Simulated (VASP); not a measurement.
Here is a VASP 6.6.1 calculation.

Contents of INCAR:

```
  PREC = Accurate
  ENCUT = 500
  EDIFF = 1E-6
  ISMEAR = 0
  SIGMA = 0.1
  LREAL = F
  LASPH = T
  NELM = 120
  ALGO = Normal
  ISIF = 2
  LWAVE = F
  LCHARG = F
  GGA = PE
  NBANDS = 18
  GGA_COMPAT = F
```

Contents of KPOINTS:

```
regular mesh
0
Gamma
  6 6 6
```

POSCAR

```
BiTe
1.0
    2.4227077728      1.3987509848      3.3172919545
   -2.4227077728      1.3987509848      3.3172919545
    0.0000000000     -2.7975019696      3.3172919545
Bi Te
1 1
Direct
    0.7330000000      1.4650000000      1.0080000000
    0.2330000000      0.9650000000      0.5080000000
```

Potentials or basis: VASP PAW PBE potentials, release 64 (Bi_d, Te).

The run is started by

```console
$ cat potpaw_PBE.64/Bi_d/POTCAR potpaw_PBE.64/Te/POTCAR > POTCAR
$ mpirun -np 1 vasp_std > vasp.out
```

(1) Estimate the pressure.

Answers

(1) -0.1 GPa.
